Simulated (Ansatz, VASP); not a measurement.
## Two plane-wave programs on ZrC

```
CELL_PARAMETERS angstrom
3.39148 0.00000 0.00000
-1.69574 2.93710 0.00000
0.00000 0.00000 5.29005
ATOMIC_POSITIONS crystal
Zr 0.33333 0.66667 0.25000
Zr 0.66667 0.33333 0.75000
C 0.00000 0.00000 0.00000
C 0.00000 0.00000 0.50000
```

Alike in both runs: task single point; functional PBE; k mesh 6 × 6 × 4; occupations gaussian, width 0.1 eV; collinear spin.

```csv
,VASP,Ansatz
version,VASP 6.6.1,Ansatz 0.2.0
potentials or method,"VASP PAW PBE potentials, release 64 (Zr_sv, C), cutoff 520 eV","scalar-relativistic, plane waves, PAW"
valence electrons in the cell,32,32
```

|  | VASP | Ansatz | Ansatz less VASP |
| --- | --- | --- | --- |
| gap on the k mesh at the Fermi level (eV) | none | none | - |
| pressure (GPa) | -2.0 | -2.2 | -0.22 |
| traceless stress, the component that is largest in VASP (GPa) | 2.55 | 2.56 | +0.009 |
| net moment per atom (μB) | 0.00 | 0.00 | 0.000 |

A gap of «none» marks a metal or a gap that the smearing closes. The functional is the same, so the differences come from potentials, cutoffs and numerics. Ansatz's warnings: seeded moment not kept.
